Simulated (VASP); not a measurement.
# MgO (P6_3/mmc) in VASP: a series of runs

The runs below take MgO through single point, relaxation of cell and atoms, with PBEsol.

Program: VASP 6.6.1. These are calculated values, not measurements. Logs are shortened: lines on timing, memory, paths and dates and some standing lists are left out, and cuts for length are marked.

## Step 1: The cell of the first run

It takes space group P6_3/mmc (No. 194, hexagonal). Conventional cell: a = 3.494 Å, b = 3.494 Å, c = 4.194 Å, α = 90.00°, β = 90.00°, γ = 120.00°. Mg (site symmetry -6m2) has 5 O at 2.02 to 2.10 Å within 2.7 Å. O (site symmetry -6m2) has 5 Mg at 2.02 to 2.10 Å within 2.7 Å.

## Step 2: Single point, PBEsol

The input, INCAR:

```
PREC     = Accurate       # precision mode
ENCUT    = 520            # plane-wave cutoff, eV
EDIFF    = 1E-7           # SCF threshold, eV
ISMEAR   = 0              # smearing method
SIGMA    = 0.02           # smearing width, eV
LREAL    = F              # projectors in reciprocal space
LASPH    = T              # aspherical terms in the spheres
NELM     = 100            # most SCF steps
ALGO     = Normal         # electronic algorithm
ISIF     = 2              # what is computed and relaxed
LWAVE    = F              # write WAVECAR
LCHARG   = T              # write CHGCAR
GGA      = PS             # functional
LELF     = T              # ELF
LVHAR    = T            
NBANDS   = 16             # bands
```

The input, KPOINTS:

```
regular mesh
0
Gamma
  6 6 6
```

The input, POSCAR:

```
MgO
1.0
    3.4939534250      0.0000000000      0.0000000000
   -1.7469767125      3.0258524257      0.0000000000
    0.0000000000      0.0000000000      4.1940413848
Mg O
2 2
Direct
    0.6666666667      0.3333333333      0.7500000000
    0.3333333333      0.6666666667      0.2500000000
    0.6666666667      0.3333333333      0.2500000000
    0.3333333333      0.6666666667      0.7500000000
```

Potentials or basis: VASP PAW PBE potentials, release 64 (Mg, O).

Launch:

```console
$ cat potpaw_PBE.64/Mg/POTCAR potpaw_PBE.64/O/POTCAR > POTCAR
$ mpirun -np 1 vasp_std > vasp.out
```

OUTCAR:

```text
PREC = Accurate
   ENCUT = 520
   EDIFF = 1E-7
   ISMEAR = 0
   LREAL = F
   LASPH = T
   NELM = 100
   ISIF = 2
   GGA = PS

 ion  position               nearest neighbor table
   1  0.667  0.333  0.750-   4 2.02   4 2.02   4 2.02   3 2.10   3 2.10   2 2.91   2 2.91   2 2.91
                             2 2.91   2 2.91   2 2.91
   2  0.333  0.667  0.250-   3 2.02   3 2.02   3 2.02   4 2.10   4 2.10   1 2.91   1 2.91   1 2.91
                             1 2.91   1 2.91   1 2.91
   3  0.667  0.333  0.250-   2 2.02   2 2.02   2 2.02   1 2.10   1 2.10
   4  0.333  0.667  0.750-   1 2.02   1 2.02   1 2.02   2 2.10   2 2.10

  LATTYP: Found a hexagonal cell.
 ALAT       =     3.4939534250
 C/A-ratio  =     1.2003712914

  Lattice vectors:

 A1 = (   3.4939534250,   0.0000000000,   0.0000000000)
 A2 = (  -1.7469767125,   3.0258524257,   0.0000000000)
 A3 = (   0.0000000000,   0.0000000000,   4.1940413848)

Analysis of symmetry for initial positions (statically):
=====================================================================
 Subroutine PRICEL returns:
 Original cell was already a primitive cell.

 Routine SETGRP: Setting up the symmetry group for a
 hexagonal supercell.

 Subroutine GETGRP returns: Found 24 space group operations
 (whereof 12 operations were pure point group operations)
 out of a pool of 24 trial point group operations.

The static configuration has the point symmetry D_3d.
 The point group associated with its full space group is D_6h.

Analysis of symmetry for dynamics (positions and initial velocities):
=====================================================================
 Subroutine PRICEL returns:
 Original cell was already a primitive cell.

 Routine SETGRP: Setting up the symmetry group for a
 hexagonal supercell.

 Subroutine GETGRP returns: Found 24 space group operations
 (whereof 12 operations were pure point group operations)
 out of a pool of 24 trial point group operations.

The dynamic configuration has the point symmetry D_3d.
 The point group associated with its full space group is D_6h.

 Subroutine INISYM returns: Found 24 space group operations
 (whereof 12 operations are pure point group operations),
 and found     1 'primitive' translations

----------------------------------------------------------------------------------------

                                     Primitive cell

[... 90 lines left out ...]
   LSORBIT =      F    spin-orbit coupling
   LASPH  =      T    aspherical Exc in radial PAW
   ENCUT  =  520.0 eV  38.22 Ry    6.18 a.u.   6.50  6.50  7.80*2*pi/ulx,y,z
   NELM   =    100;   NELMIN=  2; NELMDL= -5     # of ELM steps
   EDIFF  = 0.1E-06   stopping-criterion for ELM
   LREAL  =      F    real-space projection
   EDIFFG = 0.1E-05   stopping-criterion for IOM
   NSW    =      0    number of steps for IOM
   IBRION =     -1    ionic relax: 0-MD 1-quasi-New 2-CG
   NFREE  =      0    steps in history (QN), initial steepest desc. (CG)
   ISIF   =      2    stress and relaxation
   ISYM   =      2    0-nonsym 1-usesym 2-fastsym
   POTIM  = 0.5000    time-step for ionic-motion
   TEBEG  =    0.0;   TEEND  =   0.0 temperature during run
   PSTRESS=    0.0 pullay stress
   NELECT =      16.0000    total number of electrons
   NUPDOWN=      -1.0000    fix difference up-down
   EMIN   =  10.00;   EMAX   =-10.00  energy-range for DOS
   EFERMI =   0.00;   METHOD = LEGACY
   ISMEAR =     0;   SIGMA  =   0.02  broadening in eV -4-tet -1-fermi 0-gaus
   EFERMI_NEDOS =   21; number of points for ismear=-14 and -15
   IALGO  =     38    algorithm
   IMIX   =      4    mixing-type and parameters
     AMIX     =   0.40;   BMIX     =  1.00
     AMIX_MAG =   1.60;   BMIX_MAG =  1.00
  volume/ion in A,a.u.               =      11.09        74.81
  Fermi-wavevector in a.u.,A,eV,Ry     =   1.165509  2.202493 18.482307  1.358411
  Thomas-Fermi vector in A             =   2.302034
   LORBIT       =      0    0 simple, 1 ext, 2 COOP (PROOUT), +10 PAW based schemes
   GGA     = PS    functional components
   LHFCALC =     F    Hartree Fock is set to
   AEXX    =    0.0000 exact exchange contribution
   IVDW    =     0    specifies the selected vdW correction
   LEPSILON=     F    determine dielectric tensor
   LRPA    =     F    only Hartree local field effects (RPA)
 non-spin polarized calculation
 Gauss-broadening in eV      SIGMA  =   0.02
  energy-cutoff  :      520.00
  volume of cell :       44.34
 maximum number of plane-waves:      1228
 NGX is ok and might be reduce to    28
   NGX = 13   NGY = 13   NGZ = 15

 number of electron      15.9999996 magnetization

 Free energy of the ion-electron system (eV)
  ---------------------------------------------------
  ext. energy  EPLUGINS =         0.00000000
  ---------------------------------------------------
  free energy    TOTEN  =       -24.75902161 eV

  energy without entropy =      -24.75902161  energy(sigma->0) =      -24.75902161

 E-fermi :   2.0246     XC(G=0): -10.2768

 val. band max:        1.8320113053   @ k =   0.0000   0.0000   0.0000
 cond. band min:       5.1031405796   @ k =   0.0000   0.0000   0.0000
 fundamental gap:      3.2711292742
 Fermi energy:         2.0246232757

 k-point     1 :       0.0000    0.0000    0.0000
  band No.  band energies     occupation
      1     -15.0040      2.00000
      2     -13.5962      2.00000
      3      -1.8381      2.00000
      4       0.0926      2.00000
      5       0.0926      2.00000
      6       1.0261      2.00000
[... 433 lines left out ...]
      3      -1.7837      2.00000
      4      -1.7837      2.00000
      5       0.3482      2.00000
      6       0.3482      2.00000
[... 8 lines left out ...]
     15      16.5145      0.00000
     16      16.5145      0.00000

 [... further k-points ...]
[... 5 lines left out ...]
  --------------------------------------------------------------------------------------
  -------------------------------------------------------------------------------------
  Total       -0.0896744     -0.0896744     -0.1140426      0.0000000      0.0000000      0.0000000
  in kB       -3.2402729     -3.2402729     -4.1207879      0.0000000      0.0000000      0.0000000
  external PRESSURE =      -3.5337779 kB  Pullay stress =       0.0000000 kB

 VOLUME and BASIS-vectors are now :
 -----------------------------------------------------------------------------
  energy-cutoff  :      520.00
  volume of cell :       44.34
      direct lattice vectors                 reciprocal lattice vectors
     3.493953425  0.000000000  0.000000000     0.286208738  0.165242692  0.000000000
    -1.746976712  3.025852426  0.000000000     0.000000000  0.330485384  0.000000000
     0.000000000  0.000000000  4.194041385     0.000000000  0.000000000  0.238433508

 POSITION                                       TOTAL-FORCE (eV/Angst)
 -----------------------------------------------------------------------------------
      1.74698      1.00862      3.14553        -0.000000      0.000000      0.000000
     -0.00000      2.01723      1.04851         0.000000     -0.000000      0.000000
      1.74698      1.00862      1.04851        -0.000000     -0.000000      0.000000
     -0.00000      2.01723      3.14553         0.000000      0.000000      0.000000
 -----------------------------------------------------------------------------------
    total drift:                                0.000000     -0.000000      0.000000

  FREE ENERGIE OF THE ION-ELECTRON SYSTEM (eV)
  ---------------------------------------------------
  free  energy   TOTEN  =       -24.7590216107 eV

  energy  without entropy=      -24.7590216107  energy(sigma->0) =      -24.75902161
```

OSZICAR:

```text
N       E                     dE             d eps       ncg     rms          rms(c)
DAV:   1     0.642559257782E+02    0.64256E+02   -0.76540E+03   896   0.897E+02
DAV:   2    -0.242099362573E+02   -0.88466E+02   -0.81003E+02  1256   0.199E+02
DAV:   3    -0.283565590047E+02   -0.41466E+01   -0.41372E+01  1000   0.450E+01
DAV:   4    -0.283734001597E+02   -0.16841E-01   -0.16841E-01  1104   0.333E+00
DAV:   5    -0.283734856533E+02   -0.85494E-04   -0.85494E-04   984   0.226E-01    0.104E+01
DAV:   6    -0.248712658974E+02    0.35022E+01   -0.90175E+00   928   0.232E+01    0.351E+00
DAV:   7    -0.247979849133E+02    0.73281E-01   -0.14414E-01   904   0.308E+00    0.207E+00
DAV:   8    -0.247611842046E+02    0.36801E-01   -0.92735E-02   976   0.318E+00    0.507E-01
DAV:   9    -0.247585491016E+02    0.26351E-02   -0.65930E-03  1048   0.716E-01    0.110E-01
DAV:  10    -0.247590169011E+02   -0.46780E-03   -0.36455E-04   920   0.149E-01    0.201E-02
DAV:  11    -0.247590235356E+02   -0.66344E-05   -0.13634E-05  1032   0.262E-02    0.166E-02
DAV:  12    -0.247590219267E+02    0.16089E-05   -0.34476E-06   944   0.154E-02    0.492E-03
DAV:  13    -0.247590215958E+02    0.33089E-06   -0.87388E-07  1024   0.753E-03    0.444E-04
DAV:  14    -0.247590216107E+02   -0.14919E-07   -0.65803E-09   488   0.763E-04
   1 F= -.24759022E+02 E0= -.24759022E+02  d E =-.274076E-44
```

Wall time 25 s (1 thread of Intel Xeon Platinum 8375C at 2.90GHz (Ice Lake), shared host); peak memory 0.17 GiB.

What came out:

- Free energy: -24.7590 eV
- Pressure: -0.4 GPa
- Band gap on the k mesh: 3.27 eV

Caveat: the PAW data sets were made with another functional, which shifts forces and pressure a little.

## Step 3: Single point, PBEsol

This run uses another cell than the first one, of 9.22 Å³/atom.

The input, INCAR:

```
SYSTEM = MgO
PREC = Accurate
ENCUT = 520
EDIFF = 1E-6
ISMEAR = 0
SIGMA = 0.01
LREAL = .FALSE.
LASPH = .TRUE.
NELM = 100
ALGO = Normal
ISIF = 2
LWAVE = .FALSE.
LCHARG = .TRUE.
GGA = PS
LELF = .TRUE.
LVHAR = .TRUE.
NBANDS = 16
```

The input, KPOINTS:

```
regular mesh
0
G
  12 12 6
  0 0 0
```

The input, POSCAR:

```
MgO
1.0
    3.2786507091      0.0000000000      0.0000000000
   -1.6393253546      2.8393948042      0.0000000000
    0.0000000000      0.0000000000      3.9600779035
Mg O
2 2
Direct
    0.6666666667      0.3333333333      0.7500000000
    0.3333333333      0.6666666667      0.2500000000
    0.6666666667      0.3333333333      0.2500000000
    0.3333333333      0.6666666667      0.7500000000
```

Potentials or basis: VASP PAW PBE potentials, release 64 (Mg, O).

Launch:

```console
$ cat potpaw_PBE.64/Mg/POTCAR potpaw_PBE.64/O/POTCAR > POTCAR
$ mpirun -np 1 vasp_std > vasp.out
```

Wall time 36 s (1 thread of Intel Xeon Platinum 8375C at 2.90GHz (Ice Lake), shared host); peak memory 0.17 GiB.

Results (log left out):

```
Free energy            : -24.0580 eV
Pressure               : 35.2 GPa
Band gap on the k mesh : 4.23 eV
```

Stress tensor (GPa, compression positive):
```
35.30  0.00  0.00
 0.00 35.30  0.00
 0.00  0.00 35.07
```

Levels at points of the mesh, in eV from the valence-band top:
```csv
k point,band 6,band 7,band 8,band 9,band 10,band 11
"(0.00, 0.00, 0.00)",-1.10,-1.10,0.00,4.23,10.83,13.47
"(0.50, 0.00, 0.00)",-2.32,-1.63,-0.67,7.36,10.09,10.88
"(0.00, 0.00, 0.50)",-1.64,-1.64,-1.64,7.31,7.31,14.03
"(0.50, 0.00, 0.50)",-1.89,-1.11,-1.11,7.78,7.78,13.97
```

Caveat: the cell stands under pressure; the PAW data sets were made with another functional, which shifts forces and pressure a little.

## Step 4: Single point, PBEsol

This run uses another cell than the first one, of 9.93 Å³/atom.

The input, INCAR:

```
SYSTEM = MgO
ALGO     = Normal         ! electronic algorithm
EDIFF    = 1E-7           ! SCF threshold, eV
ENCUT    = 520            ! plane-wave cutoff, eV
GGA      = PS             ! functional
ISIF     = 2              ! what is computed and relaxed
ISMEAR   = 0              ! smearing method
LASPH    = .TRUE.         ! aspherical terms in the spheres
LCHARG   = .FALSE.        ! write CHGCAR
LREAL    = .FALSE.        ! projectors in reciprocal space
LWAVE    = .FALSE.        ! write WAVECAR
NBANDS   = 16             ! bands
NELM     = 100            ! most SCF steps
PREC     = Accurate       ! precision mode
SIGMA    = 0.01           ! smearing width, eV
```

The input, KPOINTS:

```
k-points
0
G
  12 12 6
  0 0 0
```

The input, POSCAR:

```
MgO
1.0
    3.3629913130      0.0000000000      0.0000000000
   -1.6814956565      2.9124359098      0.0000000000
    0.0000000000      0.0000000000      4.0540516517
Mg O
2 2
Direct
    0.6666666667      0.3333333333      0.7500000000
    0.3333333333      0.6666666667      0.2500000000
    0.6666666667      0.3333333333      0.2500000000
    0.3333333333      0.6666666667      0.7500000000
```

Potentials or basis: VASP PAW PBE potentials, release 64 (Mg, O).

Launch:

```console
$ cat potpaw_PBE.64/Mg/POTCAR potpaw_PBE.64/O/POTCAR > POTCAR
$ mpirun -np 1 vasp_std > vasp.out
```

OUTCAR:

```text
SYSTEM = MgO
   EDIFF = 1E-7
   ENCUT = 520
   GGA = PS
   ISIF = 2
   ISMEAR = 0
   LASPH = .TRUE.
   LREAL = .FALSE.
   NELM = 100
   PREC = Accurate

 ion  position               nearest neighbor table
   1  0.667  0.333  0.750-   4 1.94   4 1.94   4 1.94   3 2.03   3 2.03   2 2.81   2 2.81   2 2.81
                             2 2.81   2 2.81   2 2.81
   2  0.333  0.667  0.250-   3 1.94   3 1.94   3 1.94   4 2.03   4 2.03   1 2.81   1 2.81   1 2.81
                             1 2.81   1 2.81   1 2.81
   3  0.667  0.333  0.250-   2 1.94   2 1.94   2 1.94   1 2.03   1 2.03
   4  0.333  0.667  0.750-   1 1.94   1 1.94   1 1.94   2 2.03   2 2.03

  LATTYP: Found a hexagonal cell.
 ALAT       =     3.3629913130
 C/A-ratio  =     1.2054897781

  Lattice vectors:

 A1 = (   3.3629913130,   0.0000000000,   0.0000000000)
 A2 = (  -1.6814956565,   2.9124359098,   0.0000000000)
 A3 = (   0.0000000000,   0.0000000000,   4.0540516517)

Analysis of symmetry for initial positions (statically):
=====================================================================
 Subroutine PRICEL returns:
 Original cell was already a primitive cell.

 Routine SETGRP: Setting up the symmetry group for a
 hexagonal supercell.
[... 171 lines left out ...]

  energy without entropy =      -24.52399905  energy(sigma->0) =      -24.52399905

 E-fermi :   2.6817     XC(G=0): -10.7866

 val. band max:        2.6091205163   @ k =   0.0000   0.0000   0.0000
 cond. band min:       6.4430920581   @ k =   0.0000   0.0000   0.0000
 fundamental gap:      3.8339715418
 Fermi energy:         2.6817484409

 k-point     1 :       0.0000    0.0000    0.0000
  band No.  band energies     occupation
      1     -14.7602      2.00000
      2     -13.0532      2.00000
      3      -1.4934      2.00000
      4       0.6440      2.00000
      5       0.6440      2.00000
      6       1.6367      2.00000
[... 433 lines left out ...]
      3      -1.3128      2.00000
      4      -0.3861      2.00000
      5       0.2143      2.00000
      6       0.4373      2.00000
[... 8 lines left out ...]
     15      17.6301      0.00000
     16      17.9611      0.00000

 [... further k-points ...]
[... 5 lines left out ...]
  --------------------------------------------------------------------------------------
  -------------------------------------------------------------------------------------
  Total        4.4472629      4.4472629      4.4107826     -0.0000000      0.0000000     -0.0000000
  in kB      179.4452585    179.4452585    177.9732930     -0.0000000      0.0000000     -0.0000000
  external PRESSURE =     178.9546033 kB  Pullay stress =       0.0000000 kB

 VOLUME and BASIS-vectors are now :
 -----------------------------------------------------------------------------
  energy-cutoff  :      520.00
  volume of cell :       39.71
      direct lattice vectors                 reciprocal lattice vectors
     3.362991313  0.000000000  0.000000000     0.297354321  0.171677598  0.000000000
    -1.681495657  2.912435910  0.000000000     0.000000000  0.343355195  0.000000000
     0.000000000  0.000000000  4.054051652     0.000000000  0.000000000  0.246666813

 POSITION                                       TOTAL-FORCE (eV/Angst)
 -----------------------------------------------------------------------------------
      1.68150      0.97081      3.04054         0.000000      0.000000      0.000000
     -0.00000      1.94162      1.01351        -0.000000      0.000000      0.000000
      1.68150      0.97081      1.01351         0.000000     -0.000000      0.000000
     -0.00000      1.94162      3.04054        -0.000000      0.000000      0.000000
 -----------------------------------------------------------------------------------
    total drift:                                0.000000     -0.000000      0.000000

  FREE ENERGIE OF THE ION-ELECTRON SYSTEM (eV)
  ---------------------------------------------------
  free  energy   TOTEN  =       -24.5239990513 eV

  energy  without entropy=      -24.5239990513  energy(sigma->0) =      -24.52399905
```

Wall time 49 s (1 thread of Intel Xeon Platinum 8375C at 2.90GHz (Ice Lake), shared host); peak memory 0.18 GiB.

Results:

- Free energy: -24.5240 eV
- Pressure: 17.9 GPa
- Band gap on the k mesh: 3.83 eV

Stress tensor (GPa, compression positive):
```
17.94  0.00  0.00
 0.00 17.94  0.00
 0.00  0.00 17.80
```

Caveat: the cell stands under pressure; the PAW data sets were made with another functional, which shifts forces and pressure a little.

[end of part 1 of 2]
